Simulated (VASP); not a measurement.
# Ga (Pm-3m) in VASP: further runs

The runs below take Ga through single point, with PBEsol.

All numbers are computed with VASP 6.6.1; they aren't measurements. Logs are shortened: lines on timing, memory, paths and dates and some standing lists are left out, and cuts for length are marked.

## (1) The cell of the first run

It takes space group Pm-3m (No. 221, cubic). The conventional cell has a = 2.657 Å, b = 2.657 Å, c = 2.657 Å, α = 90.00°, β = 90.00°, γ = 90.00°. Within 3.5 Å of Ga (site symmetry m-3m) lie 6 Ga at 2.66 Å.

## (2) Single point, PBEsol

INCAR

```
ALGO     = Normal         # electronic algorithm
EDIFF    = 1E-6           # SCF threshold, eV
ENCUT    = 500            # plane-wave cutoff, eV
GGA      = PS             # functional
GGA_COMPAT= F            
ISIF     = 2              # what is computed and relaxed
ISMEAR   = -1             # smearing method
LASPH    = T              # aspherical terms in the spheres
LCHARG   = F              # write CHGCAR
LREAL    = F              # projectors in reciprocal space
LWAVE    = F              # write WAVECAR
NBANDS   = 12             # bands
NELM     = 120            # most SCF steps
PREC     = Accurate       # precision mode
SIGMA    = 0.05           # smearing width, eV
```

KPOINTS

```
k-points
0
Gamma
  9 9 9
```

POSCAR

```
Ga
1.0
    2.6573836691      0.0000000000      0.0000000000
    0.0000000000      2.6573836691      0.0000000000
    0.0000000000      0.0000000000      2.6573836691
Ga
1
Direct
    0.0000000000      0.0000000000      0.0000000000
```

Potentials or basis: VASP PAW PBE potentials, release 64 (Ga_d).

Started as:

```console
cat potpaw_PBE.64/Ga_d/POTCAR > POTCAR
mpirun -np 1 vasp_std > vasp.out
```

OUTCAR:

```text
EDIFF = 1E-6
   ENCUT = 500
   GGA = PS
   ISIF = 2
   ISMEAR = -1
   LASPH = T
   LREAL = F
   NELM = 120
   PREC = Accurate

 ion  position               nearest neighbor table
   1  0.000  0.000  0.000-

  LATTYP: Found a simple cubic cell.
 ALAT       =     2.6573836691

  Lattice vectors:

 A1 = (   2.6573836691,   0.0000000000,   0.0000000000)
 A2 = (   0.0000000000,   2.6573836691,   0.0000000000)
 A3 = (   0.0000000000,   0.0000000000,   2.6573836691)

Analysis of symmetry for initial positions (statically):
=====================================================================
 Subroutine PRICEL returns:
 Original cell was already a primitive cell.

 Routine SETGRP: Setting up the symmetry group for a
 simple cubic supercell.

 Subroutine GETGRP returns: Found 48 space group operations
 (whereof 48 operations were pure point group operations)
 out of a pool of 48 trial point group operations.

The static configuration has the point symmetry O_h .

Analysis of symmetry for dynamics (positions and initial velocities):
=====================================================================
 Subroutine PRICEL returns:
 Original cell was already a primitive cell.

 Routine SETGRP: Setting up the symmetry group for a
 simple cubic supercell.

 Subroutine GETGRP returns: Found 48 space group operations
 (whereof 48 operations were pure point group operations)
 out of a pool of 48 trial point group operations.

The dynamic configuration has the point symmetry O_h .

 Subroutine INISYM returns: Found 48 space group operations
 (whereof 48 operations are pure point group operations),
 and found     1 'primitive' translations

----------------------------------------------------------------------------------------

                                     Primitive cell

  volume of cell :      18.7656

  direct lattice vectors                    reciprocal lattice vectors
     2.657383669  0.000000000  0.000000000     0.376309982  0.000000000  0.000000000
     0.000000000  2.657383669  0.000000000     0.000000000  0.376309982  0.000000000
     0.000000000  0.000000000  2.657383669     0.000000000  0.000000000  0.376309982

  length of vectors
     2.657383669  2.657383669  2.657383669     0.376309982  0.376309982  0.376309982

  position of ions in fractional coordinates (direct lattice)
     0.000000000  0.000000000  0.000000000

  ion indices of the primitive-cell ions
   primitive index   ion index
                 1           1

----------------------------------------------------------------------------------------

 KPOINTS: k-points

Automatic generation of k-mesh.
 Grid dimensions read from file:
 generate k-points for:    9    9    9

 Generating k-lattice:

  Cartesian coordinates                     Fractional coordinates (reciprocal lattice)
     0.041812220  0.000000000  0.000000000     0.111111111  0.000000000  0.000000000
     0.000000000  0.041812220  0.000000000     0.000000000  0.111111111  0.000000000
     0.000000000  0.000000000  0.041812220     0.000000000  0.000000000  0.111111111

  Length of vectors
     0.041812220  0.041812220  0.041812220

  Shift w.r.t. Gamma in fractional coordinates (k-lattice)
     0.000000000  0.000000000  0.000000000

 Subroutine IBZKPT returns following result:
 ===========================================

 Found     35 irreducible k-points:

 Following reciprocal coordinates:
            Coordinates               Weight
  0.000000  0.000000  0.000000      1.000000
  0.111111  0.000000  0.000000      6.000000
  0.222222  0.000000  0.000000      6.000000
  0.333333  0.000000  0.000000      6.000000
  0.444444  0.000000  0.000000      6.000000
  0.111111  0.111111  0.000000     12.000000
[... 16 lines left out ...]
  0.333333  0.333333  0.111111     24.000000
  0.444444  0.333333  0.111111     48.000000
 [... further k-points ...]
   k-points           NKPTS =     35   k-points in BZ     NKDIM =     35   number of bands    NBANDS=     12
   number of dos      NEDOS =    301   number of ions     NIONS =      1
   total plane-waves  NPLWV =   8000
   dimension x,y,z NGX =    20 NGY =   20 NGZ =   20
   dimension x,y,z NGXF=    40 NGYF=   40 NGZF=   40
   ions per type =               1
   NGX,Y,Z   is equivalent  to a cutoff of  12.51, 12.51, 12.51 a.u.
   NGXF,Y,Z  is equivalent  to a cutoff of  25.02, 25.02, 25.02 a.u.
 SYSTEM =  unknown system
   PREC   = accura    normal or accurate (medium, high low for compatibility)
   ISTART =      0    job   : 0-new  1-cont  2-samecut
   ICHARG =      2    charge: 1-file 2-atom 10-const
   ISPIN  =      1    spin polarized calculation?
   LNONCOLLINEAR =      F non collinear calculations
   LSORBIT =      F    spin-orbit coupling
   LASPH  =      T    aspherical Exc in radial PAW
   ENCUT  =  500.0 eV  36.75 Ry    6.06 a.u.   4.85  4.85  4.85*2*pi/ulx,y,z
   NELM   =    120;   NELMIN=  2; NELMDL= -5     # of ELM steps
   EDIFF  = 0.1E-05   stopping-criterion for ELM
   LREAL  =      F    real-space projection
   EDIFFG = 0.1E-04   stopping-criterion for IOM
   NSW    =      0    number of steps for IOM
   IBRION =     -1    ionic relax: 0-MD 1-quasi-New 2-CG
   NFREE  =      0    steps in history (QN), initial steepest desc. (CG)
   ISIF   =      2    stress and relaxation
   ISYM   =      2    0-nonsym 1-usesym 2-fastsym
   POTIM  = 0.5000    time-step for ionic-motion
   TEBEG  =    0.0;   TEEND  =   0.0 temperature during run
   PSTRESS=    0.0 pullay stress
   NELECT =      13.0000    total number of electrons
   NUPDOWN=      -1.0000    fix difference up-down
   EMIN   =  10.00;   EMAX   =-10.00  energy-range for DOS
   EFERMI =   0.00;   METHOD = LEGACY
   ISMEAR =    -1;   SIGMA  =   0.05  broadening in eV -4-tet -1-fermi 0-gaus
   EFERMI_NEDOS =   21; number of points for ismear=-14 and -15
   IALGO  =     38    algorithm
   IMIX   =      4    mixing-type and parameters
     AMIX     =   0.40;   BMIX     =  1.00
     AMIX_MAG =   1.60;   BMIX_MAG =  1.00
  volume/ion in A,a.u.               =      18.77       126.64
  Fermi-wavevector in a.u.,A,eV,Ry     =   1.448555  2.737372 28.549266  2.098312
  Thomas-Fermi vector in A             =   2.566383
   LORBIT       =      0    0 simple, 1 ext, 2 COOP (PROOUT), +10 PAW based schemes
   GGA     = PS    functional components
   LHFCALC =     F    Hartree Fock is set to
   AEXX    =    0.0000 exact exchange contribution
   IVDW    =     0    specifies the selected vdW correction
   LEPSILON=     F    determine dielectric tensor
   LRPA    =     F    only Hartree local field effects (RPA)
 non-spin polarized calculation
  energy-cutoff  :      500.00
  volume of cell :       18.77
 maximum number of plane-waves:       488
 NGX is ok and might be reduce to    20
   NGX =  9   NGY =  9   NGZ =  9

 number of electron      12.9999992 magnetization

 Free energy of the ion-electron system (eV)
  ---------------------------------------------------
  ext. energy  EPLUGINS =         0.00000000
  ---------------------------------------------------
  free energy    TOTEN  =        -3.25657482 eV

  energy without entropy =       -3.25399449  energy(sigma->0) =       -3.25528466

 E-fermi :   5.2357     XC(G=0): -11.1077

 val. band max:        5.2342048304   @ k =   0.3333   0.2222   0.0000
 cond. band min:       5.4901583095   @ k =   0.3333   0.2222   0.1111
 fundamental gap:      0.2559534792
 Fermi energy:         5.2357294638

 k-point     1 :       0.0000    0.0000    0.0000
  band No.  band energies     occupation
      1      -9.9791      2.00000
      2      -9.9791      2.00000
      3      -9.3735      2.00000
      4      -9.3735      2.00000
      5      -9.3735      2.00000
      6      -5.8567      2.00000
      7      14.5705      0.00000
      8      14.5705      0.00000
      9      14.5705      0.00000
     10      17.5007      0.00000
     11      17.5007      0.00000
     12      20.2658      0.00000

 k-point     2 :       0.1111    0.0000    0.0000
  band No.  band energies     occupation
      1      -9.9735      2.00000
      2      -9.9325      2.00000
      3      -9.3933      2.00000
      4      -9.3933      2.00000
      5      -9.3718      2.00000
      6      -5.5927      2.00000
      7      11.5349      0.00000
      8      14.8478      0.00000
      9      14.8478      0.00000
     10      17.7211      0.00000
     11      19.2186      0.00000
     12      22.2077      0.00000

 k-point     3 :       0.2222    0.0000    0.0000
  band No.  band energies     occupation
      1      -9.9592      2.00000
      2      -9.8197      2.00000
      3      -9.4430      2.00000
      4      -9.4430      2.00000
      5      -9.3676      2.00000
      6      -4.7912      2.00000
      7       7.6983      0.00000
      8      15.6501      0.00000
      9      15.6501      0.00000
     10      18.3844      0.00000
     11      20.0605      0.00000
     12      26.8946      0.00000
[... 286 lines left out ...]
 k-point    23 :       0.3333    0.3333    0.1111
  band No.  band energies     occupation
      1      -9.7493      2.00000
      2      -9.6977      2.00000
      3      -9.5150      2.00000
      4      -9.5112      2.00000
      5      -9.4313      2.00000
      6      -0.8564      2.00000
      7       6.0904      0.00000
      8       7.5312      0.00000
      9      14.7195      0.00000
     10      16.4994      0.00000
     11      23.4656      0.00000
     12      23.8913      0.00000

 k-point    24 :       0.4444    0.3333    0.1111
  band No.  band energies     occupation
      1      -9.7554      2.00000
      2      -9.7267      2.00000
      3      -9.5492      2.00000
      4      -9.5070      2.00000
      5      -9.3407      2.00000
      6       0.8304      2.00000
      7       3.9089      2.00000
      8       8.3049      0.00000
      9      12.5183      0.00000
     10      17.8069      0.00000
     11      21.4225      0.00000
     12      25.0587      0.00000

 [... further k-points ...]
[... 5 lines left out ...]
  --------------------------------------------------------------------------------------
  -------------------------------------------------------------------------------------
  Total        0.0096002      0.0096002      0.0096002     -0.0000000     -0.0000000     -0.0000000
  in kB        0.8196455      0.8196455      0.8196455     -0.0000000     -0.0000000     -0.0000000
  external PRESSURE =       0.8196455 kB  Pullay stress =       0.0000000 kB

 VOLUME and BASIS-vectors are now :
 -----------------------------------------------------------------------------
  energy-cutoff  :      500.00
  volume of cell :       18.77
      direct lattice vectors                 reciprocal lattice vectors
     2.657383669  0.000000000  0.000000000     0.376309982  0.000000000  0.000000000
     0.000000000  2.657383669  0.000000000     0.000000000  0.376309982  0.000000000
     0.000000000  0.000000000  2.657383669     0.000000000  0.000000000  0.376309982

 POSITION                                       TOTAL-FORCE (eV/Angst)
 -----------------------------------------------------------------------------------
      0.00000      0.00000      0.00000         0.000000      0.000000      0.000000
 -----------------------------------------------------------------------------------
    total drift:                               -0.000000     -0.000000     -0.000000

  FREE ENERGIE OF THE ION-ELECTRON SYSTEM (eV)
  ---------------------------------------------------
  free  energy   TOTEN  =        -3.2565748220 eV

  energy  without entropy=       -3.2539944939  energy(sigma->0) =       -3.25528466
```

Run time: 4 s. Hardware: 1 thread of AMD EPYC 9R45 (Zen 5), shared host; peak memory 0.09 GiB.

Results:

| Property | Result |
| --- | --- |
| Free energy | -3.2566 eV |
| Pressure | 0.1 GPa |

Caveat: the PAW data sets were made with another functional, which shifts forces and pressure a little.

(Continued in part 2 of 2.)
